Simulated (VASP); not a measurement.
**Ni: single point with LDA**

The system is Ni.

```
CELL_PARAMETERS angstrom
0.00000 1.71157 1.71157
1.71157 0.00000 1.71157
1.71157 1.71157 0.00000
ATOMIC_POSITIONS crystal
Ni 0.00000 0.00000 0.00000
```

```json
{
 "Program": "VASP 6.6.1",
 "Task": "single point",
 "Functional": "LDA",
 "Potentials or basis": "VASP PAW LDA potentials, release 64 (Ni)",
 "Cutoff": "520 eV",
 "k mesh": "18 × 18 × 18",
 "Occupations": "methfessel-paxton, width 0.1 eV",
 "Spin": "collinear spin, ferromagnetic start",
 "Starting moments": "[0.65] μB",
 "Dipole correction": "no",
 "Further INCAR settings": "ALGO = Normal; EDIFF = 1e-06; NBANDS = 15"
}
```

```
Pressure                                              : 0.0 GPa
Net moment                                            : 0.60 μB per cell
Site moments                                          : Ni +0.60 μB
Valence electrons inside the program's atomic spheres : Ni 9.48
```

Levels at points of the mesh, in eV from the Fermi level:
Spin up:
| k point | band 1 | band 2 | band 3 | band 4 | band 5 | band 6 | band 7 | band 8 | band 9 | band 10 |
| --- | --- | --- | --- | --- | --- | --- | --- | --- | --- | --- |
| (0.00, 0.00, 0.00) | -9.56 | -2.57 | -2.57 | -2.57 | -1.27 | -1.27 | 24.46 | 28.87 | 28.87 | 28.87 |
| (0.50, 0.00, 0.00) | -5.26 | -2.58 | -2.58 | -0.49 | -0.49 | -0.41 | 6.32 | 22.95 | 26.01 | 26.01 |
| (0.50, 0.50, 0.00) | -5.13 | -4.59 | -0.46 | -0.32 | -0.32 | 2.51 | 10.04 | 15.55 | 15.55 | 20.87 |
Spin down:
```tsv
k point	band 1	band 2	band 3	band 4	band 5	band 6	band 7	band 8	band 9	band 10
(0.00, 0.00, 0.00)	-9.51	-1.96	-1.96	-1.96	-0.71	-0.71	24.46	28.92	28.92	28.92
(0.50, 0.00, 0.00)	-4.88	-2.03	-2.03	-0.37	0.16	0.16	6.71	22.93	26.13	26.13
(0.50, 0.50, 0.00)	-4.78	-4.08	0.13	0.39	0.39	2.56	10.32	15.62	15.62	21.12
```

Wall time 28 s on 1 thread of Intel(R) Xeon(R) 6975P-C (Granite Rapids) (shared host), peak memory 0.15 GiB.
